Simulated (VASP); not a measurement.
# Be (Im-3m) in VASP: a series of runs, part 2 of 3

VASP 6.6.1. The steps go on from the part before.

## (4) Single point, PBE

This run uses another cell than the first one, of 7.95 Å³/atom, 1.063 times its volume.

INCAR reads:

```
  PREC = Accurate
  ENCUT = 520
  EDIFF = 1E-6
  ISMEAR = -1
  SIGMA = 0.1
  LREAL = False
  LASPH = True
  NELM = 60
  ALGO = Normal
  ISIF = 2
  LWAVE = False
  LCHARG = False
  GGA = PE
  NBANDS = 7
```

KPOINTS reads:

```
Automatic mesh
0
Gamma
  13 13 13
```

POSCAR reads:

```
Be
1.0
   -1.2572631535      1.2572631535      1.2572631535
    1.2572631535     -1.2572631535      1.2572631535
    1.2572631535      1.2572631535     -1.2572631535
Be
1
Direct
    0.0000000000      0.0000000000      0.0000000000
```

Potentials or basis: VASP PAW PBE potentials, release 64 (Be).

Started as:

```bash
cat potpaw_PBE.64/Be/POTCAR > POTCAR
mpirun -np 1 vasp_std > vasp.out
```

OUTCAR:

```text
PREC = Accurate
   ENCUT = 520
   EDIFF = 1E-6
   ISMEAR = -1
   LREAL = False
   LASPH = True
   NELM = 60
   ISIF = 2
   GGA = PE

 ion  position               nearest neighbor table
   1  0.000  0.000  0.000-

  LATTYP: Found a body centered cubic cell.
 ALAT       =     2.5145263070

  Lattice vectors:

 A1 = (  -1.2572631535,   1.2572631535,   1.2572631535)
 A2 = (   1.2572631535,  -1.2572631535,   1.2572631535)
 A3 = (   1.2572631535,   1.2572631535,  -1.2572631535)

Analysis of symmetry for initial positions (statically):
=====================================================================
 Subroutine PRICEL returns:
 Original cell was already a primitive cell.

 Routine SETGRP: Setting up the symmetry group for a
 body centered cubic supercell.

 Subroutine GETGRP returns: Found 48 space group operations
 (whereof 48 operations were pure point group operations)
 out of a pool of 48 trial point group operations.

The static configuration has the point symmetry O_h .

Analysis of symmetry for dynamics (positions and initial velocities):
=====================================================================
 Subroutine PRICEL returns:
 Original cell was already a primitive cell.

 Routine SETGRP: Setting up the symmetry group for a
 body centered cubic supercell.

 Subroutine GETGRP returns: Found 48 space group operations
 (whereof 48 operations were pure point group operations)
 out of a pool of 48 trial point group operations.

The dynamic configuration has the point symmetry O_h .

 Subroutine INISYM returns: Found 48 space group operations
 (whereof 48 operations are pure point group operations),
 and found     1 'primitive' translations

----------------------------------------------------------------------------------------

                                     Primitive cell

  volume of cell :       7.9495

  direct lattice vectors                    reciprocal lattice vectors
    -1.257263154  1.257263154  1.257263154     0.000000000  0.397689218  0.397689218
     1.257263154 -1.257263154  1.257263154     0.397689218  0.000000000  0.397689218
     1.257263154  1.257263154 -1.257263154     0.397689218  0.397689218  0.000000000

  length of vectors
     2.177643660  2.177643660  2.177643660     0.562417485  0.562417485  0.562417485

  position of ions in fractional coordinates (direct lattice)
     0.000000000  0.000000000  0.000000000

  ion indices of the primitive-cell ions
   primitive index   ion index
                 1           1

----------------------------------------------------------------------------------------

 KPOINTS: Automatic mesh

Automatic generation of k-mesh.
 Grid dimensions read from file:
 generate k-points for:   13   13   13

 Generating k-lattice:

  Cartesian coordinates                     Fractional coordinates (reciprocal lattice)
     0.000000000  0.030591478  0.030591478     0.076923077  0.000000000  0.000000000
     0.030591478  0.000000000  0.030591478     0.000000000  0.076923077  0.000000000
     0.030591478  0.030591478  0.000000000     0.000000000  0.000000000  0.076923077

  Length of vectors
     0.043262883  0.043262883  0.043262883

  Shift w.r.t. Gamma in fractional coordinates (k-lattice)
     0.000000000  0.000000000  0.000000000

 Subroutine IBZKPT returns following result:
 ===========================================

 Found     84 irreducible k-points:

 Following reciprocal coordinates:
            Coordinates               Weight
  0.000000  0.000000  0.000000      1.000000
  0.076923  0.000000  0.000000     12.000000
  0.153846  0.000000  0.000000     12.000000
  0.230769  0.000000  0.000000     12.000000
  0.307692  0.000000  0.000000     12.000000
  0.384615  0.000000  0.000000     12.000000
[... 16 lines left out ...]
  0.153846  0.076923  0.076923     24.000000
  0.230769  0.076923  0.076923     24.000000
 [... further k-points ...]
   k-points           NKPTS =     84   k-points in BZ     NKDIM =     84   number of bands    NBANDS=      7
   number of dos      NEDOS =    301   number of ions     NIONS =      1
   total plane-waves  NPLWV =   4096
   dimension x,y,z NGX =    16 NGY =   16 NGZ =   16
   dimension x,y,z NGXF=    32 NGYF=   32 NGZF=   32
   ions per type =               1
   NGX,Y,Z   is equivalent  to a cutoff of  12.21, 12.21, 12.21 a.u.
   NGXF,Y,Z  is equivalent  to a cutoff of  24.43, 24.43, 24.43 a.u.
 SYSTEM =  unknown system
   PREC   = accura    normal or accurate (medium, high low for compatibility)
   ISTART =      0    job   : 0-new  1-cont  2-samecut
   ICHARG =      2    charge: 1-file 2-atom 10-const
   ISPIN  =      1    spin polarized calculation?
   LNONCOLLINEAR =      F non collinear calculations
   LSORBIT =      F    spin-orbit coupling
   LASPH  =      T    aspherical Exc in radial PAW
   ENCUT  =  520.0 eV  38.22 Ry    6.18 a.u.   4.05  4.05  4.05*2*pi/ulx,y,z
   NELM   =     60;   NELMIN=  2; NELMDL= -5     # of ELM steps
   EDIFF  = 0.1E-05   stopping-criterion for ELM
   LREAL  =      F    real-space projection
   EDIFFG = 0.1E-04   stopping-criterion for IOM
   NSW    =      0    number of steps for IOM
   IBRION =     -1    ionic relax: 0-MD 1-quasi-New 2-CG
   NFREE  =      0    steps in history (QN), initial steepest desc. (CG)
   ISIF   =      2    stress and relaxation
   ISYM   =      2    0-nonsym 1-usesym 2-fastsym
   POTIM  = 0.5000    time-step for ionic-motion
   TEBEG  =    0.0;   TEEND  =   0.0 temperature during run
   PSTRESS=    0.0 pullay stress
   NELECT =       2.0000    total number of electrons
   NUPDOWN=      -1.0000    fix difference up-down
   EMIN   =  10.00;   EMAX   =-10.00  energy-range for DOS
   EFERMI =   0.00;   METHOD = LEGACY
   ISMEAR =    -1;   SIGMA  =   0.10  broadening in eV -4-tet -1-fermi 0-gaus
   EFERMI_NEDOS =   21; number of points for ismear=-14 and -15
   IALGO  =     38    algorithm
   IMIX   =      4    mixing-type and parameters
     AMIX     =   0.40;   BMIX     =  1.00
     AMIX_MAG =   1.60;   BMIX_MAG =  1.00
  volume/ion in A,a.u.               =       7.95        53.65
  Fermi-wavevector in a.u.,A,eV,Ry     =   1.033488  1.953009 14.532339  1.068097
  Thomas-Fermi vector in A             =   2.167737
   LORBIT       =      0    0 simple, 1 ext, 2 COOP (PROOUT), +10 PAW based schemes
   GGA     = PE    functional components
   LHFCALC =     F    Hartree Fock is set to
   AEXX    =    0.0000 exact exchange contribution
   IVDW    =     0    specifies the selected vdW correction
   LEPSILON=     F    determine dielectric tensor
   LRPA    =     F    only Hartree local field effects (RPA)
 non-spin polarized calculation
  energy-cutoff  :      520.00
  volume of cell :        7.95
 maximum number of plane-waves:       236
   NGX =  7   NGY =  7   NGZ =  7

 number of electron       2.0000000 magnetization

 Free energy of the ion-electron system (eV)
  ---------------------------------------------------
  ext. energy  EPLUGINS =         0.00000000
  ---------------------------------------------------
  free energy    TOTEN  =        -3.67105204 eV

  energy without entropy =       -3.66650798  energy(sigma->0) =       -3.66878001

 E-fermi :   7.8463     XC(G=0): -10.5944

 val. band max:        7.7538137327   @ k =   0.3077   0.3077   0.0000
 cond. band min:       8.0340984635   @ k =   0.3846   0.2308   0.0000
 fundamental gap:      0.2802847309
 Fermi energy:         7.8463045321

 k-point     1 :       0.0000    0.0000    0.0000
  band No.  band energies     occupation
      1      -4.3415      2.00000
      2      27.0189      0.00000
      3      27.0189      0.00000
      4      27.0189      0.00000
      5      38.3400      0.00000
      6      38.3400      0.00000
      7      38.3400      0.00000
[... 221 lines left out ...]
 k-point    24 :       0.2308    0.0769    0.0769
  band No.  band energies     occupation
      1      -0.6284      2.00000
      2      15.0326      0.00000
      3      20.3409      0.00000
      4      20.3654      0.00000
      5      33.6667      0.00000
      6      34.8233      0.00000
      7      41.5817      0.00000

 [... further k-points ...]

------------------------ aborting loop because EDIFF is reached ----------------------------------------

  FORCE on cell =-STRESS in cart. coord.  units (eV):
  Direction    XX          YY          ZZ          XY          YZ          ZX
  --------------------------------------------------------------------------------------
  -------------------------------------------------------------------------------------
  Total       -0.0914228     -0.0914228     -0.0914228      0.0000000      0.0000000      0.0000000
  in kB      -18.4258178    -18.4258178    -18.4258178      0.0000000      0.0000000      0.0000000
  external PRESSURE =     -18.4258178 kB  Pullay stress =       0.0000000 kB

 VOLUME and BASIS-vectors are now :
 -----------------------------------------------------------------------------
  energy-cutoff  :      520.00
  volume of cell :        7.95
      direct lattice vectors                 reciprocal lattice vectors
    -1.257263154  1.257263154  1.257263154     0.000000000  0.397689218  0.397689218
     1.257263154 -1.257263154  1.257263154     0.397689218  0.000000000  0.397689218
     1.257263154  1.257263154 -1.257263154     0.397689218  0.397689218  0.000000000

 POSITION                                       TOTAL-FORCE (eV/Angst)
 -----------------------------------------------------------------------------------
      0.00000      0.00000      0.00000         0.000000      0.000000     -0.000000
 -----------------------------------------------------------------------------------
    total drift:                               -0.000000     -0.000000      0.000000

  FREE ENERGIE OF THE ION-ELECTRON SYSTEM (eV)
  ---------------------------------------------------
  free  energy   TOTEN  =        -3.6710520376 eV

  energy  without entropy=       -3.6665079812  energy(sigma->0) =       -3.66878001
```

OSZICAR:

```text
N       E                     dE             d eps       ncg     rms          rms(c)
DAV:   1    -0.248779189944E+01   -0.24878E+01   -0.12856E+03  1281   0.248E+02
DAV:   2    -0.369769217447E+01   -0.12099E+01   -0.11374E+01  1589   0.249E+01
DAV:   3    -0.369996230112E+01   -0.22701E-02   -0.22700E-02  1407   0.923E-01
DAV:   4    -0.369996262900E+01   -0.32787E-06   -0.32851E-06  1701   0.116E-02
DAV:   5    -0.369996262939E+01   -0.39556E-09   -0.96868E-10  1456   0.948E-05    0.774E-01
DAV:   6    -0.367929271016E+01    0.20670E-01   -0.22394E-03  1302   0.457E-01    0.476E-01
DAV:   7    -0.367107632799E+01    0.82164E-02   -0.22360E-03  1239   0.479E-01    0.183E-02
DAV:   8    -0.367105175407E+01    0.24574E-04   -0.85690E-06  1316   0.256E-02    0.648E-03
DAV:   9    -0.367105203757E+01   -0.28350E-06   -0.93519E-07  1344   0.683E-03
   1 F= -.36710520E+01 E0= -.36687800E+01  d E =-.454406E-02
```

It took 2.8 s on 1 thread of AMD EPYC 7R43 (Zen 3), shared host; peak memory 0.07 GiB.

What came out:

| Quantity | Value |
| --- | --- |
| Free energy | -3.6711 eV |
| Pressure | -1.8 GPa |
| Band gap on the k mesh | zero (band 1 reaches 10.62 eV, above the bottom of band 2 at 6.69 eV) |

## (5) Single point, PBE

This run uses another cell than the first one, of 8.19 Å³/atom, 1.095 times its volume.

INCAR reads:

```
SYSTEM = Be
PREC = Accurate ; ENCUT = 520
EDIFF = 1E-6 ; ISMEAR = -1
SIGMA = 0.1 ; LREAL = .FALSE.
LASPH = .TRUE. ; NELM = 100
ALGO = Normal ; ISIF = 2
LWAVE = .FALSE. ; LCHARG = .TRUE.
GGA = PE ; LELF = .TRUE.
LVHAR = .TRUE. ; NBANDS = 7
```

KPOINTS reads:

```
Automatic mesh
0
G
  13 13 13
  0 0 0
```

POSCAR reads:

```
Be
1.0
   -1.2695900489      1.2695900489      1.2695900489
    1.2695900489     -1.2695900489      1.2695900489
    1.2695900489      1.2695900489     -1.2695900489
Be
1
Direct
    0.0000000000      0.0000000000      0.0000000000
```

Started as:

```bash
cat potpaw_PBE.64/Be/POTCAR > POTCAR
mpirun -np 1 vasp_std > vasp.out
```

Wall time 3 s (1 thread of AMD EPYC 7R43 (Zen 3), shared host); peak memory 0.07 GiB.

It converged, with:

```
Free energy            : -3.6659 eV
Pressure               : -5.1 GPa
Band gap on the k mesh : zero (band 1 reaches 10.31 eV, above the bottom of band 2 at 6.47 eV)
```

Levels at points of the mesh, in eV from the Fermi level:
| k point | band 1 | band 2 | band 3 | band 4 |
| --- | --- | --- | --- | --- |
| (0.00, 0.00, 0.00) | -12.01 | 18.72 | 18.72 | 18.72 |

(Part 2 of 3 ends here.)
